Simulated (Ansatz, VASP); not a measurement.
## TaMo3 in VASP and in Ansatz

```
Ta Mo
1.0
     4.06602    0.00000    0.00000
     0.00000    4.06602    0.00000
     0.00000    0.00000    4.06602
Ta Mo
1 3
Direct
  0.00000 0.00000 0.00000
  0.00000 0.50000 0.50000
  0.50000 0.00000 0.50000
  0.50000 0.50000 0.00000
```

Change from the starting cell: species swapped into the HoTl3 type (Pm-3m, No. 221).

Alike in both runs: task relaxation of cell and atoms; functional PBE; k mesh 12 × 12 × 12; occupations gaussian, width 0.1 eV; no spin polarisation.

|  | VASP | Ansatz |
| --- | --- | --- |
| version | VASP 6.6.1 | Ansatz 0.2.0 |
| potentials or method | VASP PAW PBE potentials, release 64 (Ta_pv, Mo_sv), cutoff 600 eV | scalar-relativistic, plane waves, PAW |
| valence electrons in the cell | 53 | 55 |

```csv
,VASP,Ansatz,Ansatz less VASP
"gap on the k mesh at the Fermi level, each at its own relaxed structure (eV)",none,none,-
relaxed volume (Å³/atom),16.74,16.72,-0.019
relaxed cell length with the largest relative difference (Å),4.061,4.059,-0.0015
```

A gap of «none» marks a metal or a gap that the smearing closes. VASP's potentials hold 53 valence electrons a cell and Ansatz's 55, so a difference there can come from the potentials and not from the codes.

Spin-orbit coupling is off throughout.
